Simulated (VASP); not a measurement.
# Al (P-1) in VASP: relaxation of the atoms with PBEsol

Aim: the relaxation of the atoms of Al with PBEsol.

Everything below comes from runs of VASP 6.6.1. Logs are shortened: lines on timing, memory, paths and dates and some standing lists are left out, and cuts for length are marked.

## Step 1: The cell of the first run

The typed cell holds 2 atoms: a = 3.213 Å, b = 3.213 Å, c = 3.213 Å, α = 90.00°, β = 90.00°, γ = 90.00°.

## Step 2: Relaxation of the atoms, PBEsol

File INCAR:

```
SYSTEM = Al
PREC = Accurate
ENCUT = 520
EDIFF = 1E-6
ISMEAR = 0
SIGMA = 0.15
LREAL = .False.
LASPH = .True.
NELM = 60
ALGO = Fast
ISIF = 2
LWAVE = .False.
LCHARG = .False.
GGA = PS
IBRION = 2
NSW = 100
EDIFFG = -0.01
```

File KPOINTS:

```
Automatic mesh
0
Gamma
  10 10 10
  0 0 0
```

File POSCAR:

```
Al
1.0
    0.0000000000     -3.2128780077      0.0000000000
   -3.2128780077      0.0000000000      0.0000000000
    0.0000000000      0.0000000000     -3.2128780077
Al
2
Direct
    0.5081143370      0.4962511723      0.5027002385
   -0.0081143370      0.0037488277     -0.0027002385
```

Potentials or basis: VASP PAW PBE potentials, release 64 (Al).

Command:

```console
$ cat potpaw_PBE.64/Al/POTCAR > POTCAR
$ mpirun -np 1 vasp_std > vasp.out
```

OUTCAR:

```text
SYSTEM = Al
   PREC = Accurate
   ENCUT = 520
   EDIFF = 1E-6
   ISMEAR = 0
   LREAL = .False.
   LASPH = .True.
   NELM = 60
   ISIF = 2
   GGA = PS
   IBRION = 2
   NSW = 100
   EDIFFG = -0.01

 ion  position               nearest neighbor table
   1  0.508  0.496  0.503-   2 2.73   2 2.75   2 2.76   2 2.78   2 2.79   2 2.81   2 2.82   2 2.84

   2  0.992  0.004  0.997-   1 2.73   1 2.75   1 2.76   1 2.78   1 2.79   1 2.81   1 2.82   1 2.84

  LATTYP: Found a simple cubic cell.
 ALAT       =     3.2128780077

  Lattice vectors:

 A1 = (   0.0000000000,  -3.2128780077,   0.0000000000)
 A2 = (  -3.2128780077,   0.0000000000,   0.0000000000)
 A3 = (   0.0000000000,   0.0000000000,  -3.2128780077)

Analysis of symmetry for initial positions (statically):
=====================================================================
 Subroutine PRICEL returns:
 Original cell was already a primitive cell.

 Routine SETGRP: Setting up the symmetry group for a
 simple cubic supercell.

 Subroutine GETGRP returns: Found  2 space group operations
 (whereof  1 operations were pure point group operations)
 out of a pool of 48 trial point group operations.

The static configuration has the point symmetry C_1 .
 The point group associated with its full space group is S_2 .

Analysis of symmetry for dynamics (positions and initial velocities):
=====================================================================
 Subroutine PRICEL returns:
 Original cell was already a primitive cell.

 Routine SETGRP: Setting up the symmetry group for a
 simple cubic supercell.

 Subroutine GETGRP returns: Found  2 space group operations
 (whereof  1 operations were pure point group operations)
 out of a pool of 48 trial point group operations.

The dynamic configuration has the point symmetry C_1 .
 The point group associated with its full space group is S_2 .

 Subroutine INISYM returns: Found  2 space group operations
 (whereof  1 operations are pure point group operations),
 and found     1 'primitive' translations

----------------------------------------------------------------------------------------

                                     Primitive cell

  volume of cell :      33.1652

  direct lattice vectors                    reciprocal lattice vectors
     0.000000000 -3.212878008  0.000000000     0.000000000 -0.311247423  0.000000000
    -3.212878008  0.000000000  0.000000000    -0.311247423  0.000000000  0.000000000
     0.000000000  0.000000000 -3.212878008     0.000000000  0.000000000 -0.311247423

  length of vectors
     3.212878008  3.212878008  3.212878008     0.311247423  0.311247423  0.311247423

  position of ions in fractional coordinates (direct lattice)
     0.508114337  0.496251172  0.502700238
     0.991885663  0.003748828  0.997299762

  ion indices of the primitive-cell ions
   primitive index   ion index
                 1           1
                 2           2

----------------------------------------------------------------------------------------

 KPOINTS: Automatic mesh

Automatic generation of k-mesh.
 Grid dimensions read from file:
 generate k-points for:   10   10   10

 Generating k-lattice:

  Cartesian coordinates                     Fractional coordinates (reciprocal lattice)
     0.000000000 -0.031124742  0.000000000     0.100000000  0.000000000  0.000000000
    -0.031124742  0.000000000  0.000000000     0.000000000  0.100000000  0.000000000
     0.000000000  0.000000000 -0.031124742     0.000000000  0.000000000  0.100000000

  Length of vectors
     0.031124742  0.031124742  0.031124742

  Shift w.r.t. Gamma in fractional coordinates (k-lattice)
     0.000000000  0.000000000  0.000000000

 Subroutine IBZKPT returns following result:
 ===========================================

 Found    504 irreducible k-points:

 Following reciprocal coordinates:
            Coordinates               Weight
  0.000000  0.000000  0.000000      1.000000
  0.100000  0.000000  0.000000      2.000000
  0.000000  0.100000  0.000000      2.000000
  0.000000  0.000000  0.100000      2.000000
  0.200000  0.000000  0.000000      2.000000
  0.000000  0.200000  0.000000      2.000000
[... 16 lines left out ...]
  0.200000  0.100000  0.000000      2.000000
  0.000000  0.200000  0.100000      2.000000
 [... further k-points ...]
   k-points           NKPTS =    504   k-points in BZ     NKDIM =    504   number of bands    NBANDS=      7
   number of dos      NEDOS =    301   number of ions     NIONS =      2
   total plane-waves  NPLWV =  13824
   dimension x,y,z NGX =    24 NGY =   24 NGZ =   24
   dimension x,y,z NGXF=    48 NGYF=   48 NGZF=   48
   ions per type =               2
   NGX,Y,Z   is equivalent  to a cutoff of  12.42, 12.42, 12.42 a.u.
   NGXF,Y,Z  is equivalent  to a cutoff of  24.84, 24.84, 24.84 a.u.
 SYSTEM =  Al
   PREC   = accura    normal or accurate (medium, high low for compatibility)
   ISTART =      0    job   : 0-new  1-cont  2-samecut
   ICHARG =      2    charge: 1-file 2-atom 10-const
   ISPIN  =      1    spin polarized calculation?
   LNONCOLLINEAR =      F non collinear calculations
   LSORBIT =      F    spin-orbit coupling
   LASPH  =      T    aspherical Exc in radial PAW
   ENCUT  =  520.0 eV  38.22 Ry    6.18 a.u.   5.97  5.97  5.97*2*pi/ulx,y,z
   NELM   =     60;   NELMIN=  2; NELMDL= -5     # of ELM steps
   EDIFF  = 0.1E-05   stopping-criterion for ELM
   LREAL  =      F    real-space projection
   EDIFFG = -.1E-01   stopping-criterion for IOM
   NSW    =    100    number of steps for IOM
   IBRION =      2    ionic relax: 0-MD 1-quasi-New 2-CG
   NFREE  =      1    steps in history (QN), initial steepest desc. (CG)
   ISIF   =      2    stress and relaxation
   ISYM   =      2    0-nonsym 1-usesym 2-fastsym
   POTIM  = 0.5000    time-step for ionic-motion
   TEBEG  =    0.0;   TEEND  =   0.0 temperature during run
   PSTRESS=    0.0 pullay stress
   NELECT =       6.0000    total number of electrons
   NUPDOWN=      -1.0000    fix difference up-down
   EMIN   =  10.00;   EMAX   =-10.00  energy-range for DOS
   EFERMI =   0.00;   METHOD = LEGACY
   ISMEAR =     0;   SIGMA  =   0.15  broadening in eV -4-tet -1-fermi 0-gaus
   EFERMI_NEDOS =   21; number of points for ismear=-14 and -15
   IALGO  =     68    algorithm
   IMIX   =      4    mixing-type and parameters
     AMIX     =   0.40;   BMIX     =  1.00
     AMIX_MAG =   1.60;   BMIX_MAG =  1.00
  volume/ion in A,a.u.               =      16.58       111.90
  Fermi-wavevector in a.u.,A,eV,Ry     =   0.925901  1.749698 11.664164  0.857292
  Thomas-Fermi vector in A             =   2.051805
   LORBIT       =      0    0 simple, 1 ext, 2 COOP (PROOUT), +10 PAW based schemes
   GGA     = PS    functional components
   LHFCALC =     F    Hartree Fock is set to
   AEXX    =    0.0000 exact exchange contribution
   IVDW    =     0    specifies the selected vdW correction
   LEPSILON=     F    determine dielectric tensor
   LRPA    =     F    only Hartree local field effects (RPA)
 conjugate gradient relaxation of ions
 non-spin polarized calculation
 RMM-DIIS sequential band-by-band and
 Gauss-broadening in eV      SIGMA  =   0.15
  energy-cutoff  :      520.00
  volume of cell :       33.17
 maximum number of plane-waves:       916
   NGX = 11   NGY = 11   NGZ = 11

--------------------------------------- Ionic step        1  -------------------------------------------

 number of electron       6.0000000 magnetization

 Free energy of the ion-electron system (eV)
  ---------------------------------------------------
  ext. energy  EPLUGINS =         0.00000000
  ---------------------------------------------------
  free energy    TOTEN  =        -7.98176029 eV

  energy without entropy =       -7.96752126  energy(sigma->0) =       -7.97464077

------------------------ aborting loop because EDIFF is reached ----------------------------------------

  FORCE on cell =-STRESS in cart. coord.  units (eV):
  Direction    XX          YY          ZZ          XY          YZ          ZX
  --------------------------------------------------------------------------------------
  -------------------------------------------------------------------------------------
  Total        0.1032456      0.0810818      0.1061145     -0.0302309      0.0217564     -0.0099891
  in kB        4.9876909      3.9169787      5.1262817     -1.4604258      1.0510273     -0.4825652
  external PRESSURE =       4.6769838 kB  Pullay stress =       0.0000000 kB
[... 57 lines left out ...]
  energy  without entropy=       -7.9716702627  energy(sigma->0) =       -7.97884081

--------------------------------------- Ionic step        3  -------------------------------------------

 number of electron       6.0000000 magnetization

 Free energy of the ion-electron system (eV)
  ---------------------------------------------------
  ext. energy  EPLUGINS =         0.00000000
  ---------------------------------------------------
  free energy    TOTEN  =        -7.98870423 eV

  energy without entropy =       -7.97425424  energy(sigma->0) =       -7.98147923

 E-fermi :   7.9333     XC(G=0): -10.2421

 val. band max:        7.9025270079   @ k =   0.1000   0.0000   0.0000
 cond. band min:       7.9747326499   @ k =  -0.1000   0.1000   0.1000
 fundamental gap:      0.0722056421
 Fermi energy:         7.9332713637

 k-point     1 :       0.0000    0.0000    0.0000
  band No.  band energies     occupation
      1      -3.1925      2.00000
      2       9.7575      0.00000
      3       9.7575      0.00000
      4       9.7575      0.00000
      5      10.8798      0.00000
      6      10.8798      0.00000
      7      13.4307      0.00000
[... 221 lines left out ...]
 k-point    24 :       0.0000    0.2000    0.1000
  band No.  band energies     occupation
      1      -2.4770      2.00000
      2       5.8170      2.00000
      3       8.4800      0.00000
      4      10.3849      0.00000
      5      12.2444      0.00000
      6      14.3488      0.00000
      7      16.2468      0.00000

 [... further k-points ...]

------------------------ aborting loop because EDIFF is reached ----------------------------------------

  FORCE on cell =-STRESS in cart. coord.  units (eV):
  Direction    XX          YY          ZZ          XY          YZ          ZX
  --------------------------------------------------------------------------------------
  -------------------------------------------------------------------------------------
  Total        0.0789875      0.0790028      0.0789847      0.0000160     -0.0000029      0.0000059
  in kB        3.8158043      3.8165453      3.8156695      0.0007735     -0.0001381      0.0002868
  external PRESSURE =       3.8160064 kB  Pullay stress =       0.0000000 kB
[... 17 lines left out ...]
  FREE ENERGIE OF THE ION-ELECTRON SYSTEM (eV)
  ---------------------------------------------------
  free  energy   TOTEN  =        -7.9887042250 eV

  energy  without entropy=       -7.9742542397  energy(sigma->0) =       -7.98147923

 reached required accuracy - stopping structural energy minimisation
```

Wall time 35 s (1 thread of Intel Xeon 6975P-C (Granite Rapids), shared host); peak memory 0.22 GiB.

Results:

* Free energy: -7.9887 eV
* Energy gained by relaxing: 3.5 meV/atom
* Ionic steps: 3
* Pressure after relaxing: 0.4 GPa
* Largest force after relaxing: 0.004 eV/Å
* Band gap on the k mesh: zero (bands 3 and 4 overlap by 8.85 eV)

Forces on the atoms (eV/Å):
```
Al  -0.002  0.003  0.001
Al   0.002 -0.003 -0.001
```

The path:
```csv
step,energy change (eV),largest force (eV/Å),pressure (GPa)
1,0.0000,0.2335,0.47
2,-0.0043,0.1440,0.41
3,-0.0069,0.0040,0.38
```

Final structure:
```
CELL_PARAMETERS angstrom
0.00000 -3.21288 0.00000
-3.21288 0.00000 0.00000
0.00000 0.00000 -3.21288
ATOMIC_POSITIONS crystal
Al 0.50016 0.49992 0.50006
Al 0.99984 0.00008 0.99994
```

Caveat: the PAW data sets were made with another functional, which shifts forces and pressure a little.

The gap in the log of VASP goes by the Fermi energy; the results here count the filled bands.